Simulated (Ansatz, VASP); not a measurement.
**One calculation of TlCl, two programs**

```xyz
2
Lattice="3.6939 0.0000 0.0000 0.0000 3.6939 0.0000 0.0000 0.0000 3.7124" Properties=species:S:1:pos:R:3 pbc="T T T"
Tl    0.0000    0.0000    0.0000
Cl    1.8469    1.8469    1.8562
```

Change from the starting cell: z stretched by +0.5 %, x and y held.

Alike in both runs: task single point; functional LDA; k mesh 6 × 6 × 6; non-collinear spin, spin-orbit coupling.

```csv
,VASP,Ansatz
version,VASP 6.6.1,Ansatz 0.2.0
potentials or method,"VASP PAW LDA potentials, release 64 (Tl_d, Cl), cutoff 500 eV",all-electron LAPW
occupations,"gaussian, width 0.01 eV",fixed
```

Ansatz gave:

```
pressure (GPa)                                                : -0.4
traceless stress, the component that is largest in VASP (GPa) : -0.08
```

Question: What did VASP give for the same quantities?

Answer: Pressure (GPa): -0.3; traceless stress, the component that is largest in VASP (GPa): -0.08.

LDA's correlation is that of Perdew and Zunger in VASP and of Perdew and Wang (1992) in Ansatz. Ansatz ran all-electron here, and VASP with PAW potentials.
